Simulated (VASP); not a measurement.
# Pd (Pm-3m) in VASP: further runs, part 2 of 2

VASP 6.6.1. Earlier steps stand in the parts before.

## 3. Single point, revPBE, collinear spin, ferromagnetic start (volume scaled by 0.92)

INCAR reads:

```
PREC     = Accurate       # precision mode
ENCUT    = 520            # plane-wave cutoff, eV
EDIFF    = 1E-6           # SCF threshold, eV
ISMEAR   = -1             # smearing method
SIGMA    = 0.05           # smearing width, eV
LREAL    = False          # projectors in reciprocal space
LASPH    = True           # aspherical terms in the spheres
NELM     = 150            # most SCF steps
ALGO     = Normal         # electronic algorithm
ISIF     = 2              # what is computed and relaxed
LWAVE    = False          # write WAVECAR
LCHARG   = False          # write CHGCAR
ISPIN    = 2              # spin polarisation
MAGMOM   = 0.5            # initial moments
LORBIT   = 11             # projections on sites
LMAXMIX  = 4              # l up to which the mixer works
GGA      = RE             # functional
NBANDS   = 15             # bands
```

KPOINTS reads:

```
regular mesh
0
Gamma
  13 13 13
```

POSCAR reads:

```
Pd
1.0
    2.5632616455      0.0000000000      0.0000000000
    0.0000000000      2.5632616455      0.0000000000
    0.0000000000      0.0000000000      2.5632616455
Pd
1
Direct
    0.0000000000      0.0000000000      0.0000000000
```

Potentials or basis: VASP PAW PBE potentials, release 64 (Pd).

The run is started by

```console
$ cat potpaw_PBE.64/Pd/POTCAR > POTCAR
$ mpirun -np 1 vasp_std > vasp.out
```

OUTCAR:

```text
PREC = Accurate
   ENCUT = 520
   EDIFF = 1E-6
   ISMEAR = -1
   LREAL = False
   LASPH = True
   NELM = 150
   ISIF = 2
   ISPIN = 2
   LORBIT = 11
   GGA = RE

 ion  position               nearest neighbor table
   1  0.000  0.000  0.000-

  LATTYP: Found a simple cubic cell.
 ALAT       =     2.5632616455

  Lattice vectors:

 A1 = (   2.5632616455,   0.0000000000,   0.0000000000)
 A2 = (   0.0000000000,   2.5632616455,   0.0000000000)
[... 1073 lines left out ...]
  --------------------------------------------------------------------------------------
  -------------------------------------------------------------------------------------
  Total        1.1270521      1.1270521      1.1270521     -0.0000000      0.0000000     -0.0000000
  in kB      107.2199867    107.2199867    107.2199867     -0.0000000      0.0000000     -0.0000000
  external PRESSURE =     107.2199867 kB  Pullay stress =       0.0000000 kB

 VOLUME and BASIS-vectors are now :
 -----------------------------------------------------------------------------
  energy-cutoff  :      520.00
  volume of cell :       16.84
      direct lattice vectors                 reciprocal lattice vectors
     2.563261645  0.000000000  0.000000000     0.390127946  0.000000000  0.000000000
     0.000000000  2.563261645  0.000000000     0.000000000  0.390127946  0.000000000
     0.000000000  0.000000000  2.563261645     0.000000000  0.000000000  0.390127946

 POSITION                                       TOTAL-FORCE (eV/Angst)
 -----------------------------------------------------------------------------------
      0.00000      0.00000      0.00000         0.000000      0.000000      0.000000
 -----------------------------------------------------------------------------------
    total drift:                               -0.000000      0.000000     -0.000000

  FREE ENERGIE OF THE ION-ELECTRON SYSTEM (eV)
  ---------------------------------------------------
  free  energy   TOTEN  =        -4.2331040730 eV

  energy  without entropy=       -4.2221273911  energy(sigma->0) =       -4.22761573

 total charge

# of ion       s       p       d       tot
------------------------------------------
    1        0.519   0.373   8.555   9.447

 magnetization (x)

# of ion       s       p       d       tot
------------------------------------------
    1        0.000  -0.000   0.000   0.000
```

It took 83 s on 1 thread of AMD EPYC 7R13, shared host; peak memory 0.12 GiB.

What came out:

```
Free energy                                           : -4.2331 eV
Pressure                                              : 10.7 GPa
Band gap on the k mesh                                : zero (filled and empty bands overlap)
Net moment                                            : 0.00 μB per cell
Valence electrons inside the program's atomic spheres : Pd 9.45
```

Caveat: the PAW data sets were made with another functional, which shifts forces and pressure a little.

## 4. Single point, revPBE, collinear spin, ferromagnetic start (volume scaled by 0.96)

INCAR reads:

```
SYSTEM = Pd
ALGO     = Normal         ! electronic algorithm
EDIFF    = 1E-7           ! SCF threshold, eV
ENCUT    = 520            ! plane-wave cutoff, eV
GGA      = RE             ! functional
ISIF     = 2              ! what is computed and relaxed
ISMEAR   = -1             ! smearing method
ISPIN    = 2              ! spin polarisation
LASPH    = .TRUE.         ! aspherical terms in the spheres
LCHARG   = .FALSE.        ! write CHGCAR
LMAXMIX  = 4              ! l up to which the mixer works
LORBIT   = 11             ! projections on sites
LREAL    = .FALSE.        ! projectors in reciprocal space
LWAVE    = .FALSE.        ! write WAVECAR
MAGMOM   = 0.5            ! initial moments
NBANDS   = 15             ! bands
NELM     = 150            ! most SCF steps
PREC     = Accurate       ! precision mode
SIGMA    = 0.05           ! smearing width, eV
```

KPOINTS reads:

```
k-points
0
G
  13 13 13
  0 0 0
```

POSCAR reads:

```
Pd
1.0
    2.5998846170      0.0000000000      0.0000000000
    0.0000000000      2.5998846170      0.0000000000
    0.0000000000      0.0000000000      2.5998846170
Pd
1
Direct
    0.0000000000      0.0000000000      0.0000000000
```

The run is started by

```console
$ cat potpaw_PBE.64/Pd/POTCAR > POTCAR
$ mpirun -np 1 vasp_std > vasp.out
```

Wall time 89 s (1 thread of AMD EPYC 7R13, shared host); peak memory 0.12 GiB.

Results (log left out):

- Free energy: -4.2674 eV
- Pressure: 4.4 GPa
- Band gap on the k mesh: zero (filled and empty bands overlap)
- Net moment: 0.00 μB per cell
- Valence electrons inside the program's atomic spheres: Pd 9.37

Levels at points of the mesh, in eV from the Fermi level:
Spin up:
```
           k point  band 2  band 3  band 4  band 5  band 6  band 7  band 8  band 9
(0.00, 0.00, 0.00)   -4.56   -4.56   -0.01   -0.01   -0.01   16.58   16.58   16.58
```
Spin down:
```csv
k point,band 2,band 3,band 4,band 5,band 6,band 7,band 8,band 9
"(0.00, 0.00, 0.00)",-4.56,-4.56,-0.01,-0.01,-0.01,16.58,16.58,16.58
```

Caveat: the PAW data sets were made with another functional, which shifts forces and pressure a little.

## 5. Overview

```tsv
cell	gap on the mesh (eV)	pressure (GPa)	moment (μB)
a = 2.526 Å, 1 atom	none	18.9	0.00
a = 2.563 Å, 1 atom	none	10.7	0.00
a = 2.600 Å, 1 atom	none	4.4	0.00
```

Alike in all rows: task single point; level revPBE; potentials or basis VASP PAW PBE potentials, release 64 (Pd); spin collinear, ferromagnetic start; k mesh 13 × 13 × 13; cutoff (eV) 520; smearing fermi-dirac 0.05 eV.

Caveats: the PAW data sets were made with another functional, which shifts forces and pressure a little.

Total energies depend on the potentials used, so only differences within one code and one set of settings carry meaning.
